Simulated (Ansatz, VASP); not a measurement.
**One calculation of Rh, two programs**

```
Rh
1.0
     2.77940    0.00000    0.00000
    -1.38970    2.40703    0.00000
     0.00000    0.00000    4.66580
Rh
2
Direct
  0.66667 0.33333 0.75000
  0.33333 0.66667 0.25000
```

Alike in both runs: task single point; functional PBE; k mesh 18 × 18 × 10; occupations gaussian, width 0.15 eV; no spin polarisation.

|  | VASP | Ansatz |
| --- | --- | --- |
| version | VASP 6.6.1 | Ansatz 0.2.0 |
| potentials or method | VASP PAW PBE potentials, release 64 (Rh_pv), cutoff 520 eV | scalar-relativistic, plane waves, PAW |
| valence electrons in the cell | 30 | 34 |

```csv
,VASP,Ansatz,Ansatz less VASP
gap on the k mesh at the Fermi level (eV),none,none,-
pressure (GPa),-19.4,-19.5,-0.14
"traceless stress, the component that is largest in VASP (GPa)",-4.50,-4.49,+0.011
```

A gap of «none» marks a metal or a gap that the smearing closes. VASP's potentials hold 30 valence electrons a cell and Ansatz's 34, so a difference there can come from the potentials and not from the codes.
